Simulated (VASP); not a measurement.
W: single point with PBEsol

W:

```
W
1.0
     0.00000    1.99912    1.99912
     1.99912    0.00000    1.99912
     1.99912    1.99912    0.00000
W
1
Direct
  0.00000 0.00000 0.00000
```

This isn't the form of W at room conditions, which is bcc.

```
Program             : VASP 6.6.1
Task                : single point
Functional          : PBEsol
Potentials or basis : VASP PAW PBE potentials, release 64 (W_sv)
Cutoff              : 500 eV
k mesh              : 18 × 18 × 18
Occupations         : gaussian, width 0.1 eV
Spin                : no spin polarisation
```

| Item | Value |
| --- | --- |
| Pressure | 0.6 GPa |
| Band gap on the k mesh | zero (bands 7 and 8 overlap by 3.81 eV) |

Levels at points of the mesh, in eV from the Fermi level:
```csv
k point,band 3,band 4,band 5,band 6,band 7,band 8,band 9,band 10,band 11,band 12
"(0.00, 0.00, 0.00)",-37.16,-37.16,-9.13,-0.58,-0.58,-0.58,2.66,2.66,12.87,18.19
"(0.50, 0.00, 0.00)",-37.32,-37.32,-5.74,-0.82,-0.82,0.75,5.25,5.25,10.70,12.51
"(0.50, 0.50, 0.00)",-37.61,-37.61,-5.68,-4.67,3.23,5.21,6.02,6.02,11.98,11.98
```

Wall time 36 s on 1 thread of AMD EPYC 7R43 64-Core Processor (Zen 3), with other jobs on the host, peak memory 0.13 GiB.

Caveat: the PAW data sets were made with another functional, which shifts forces and pressure a little; spin-orbit coupling is left out, which moves the levels of the heavy elements.
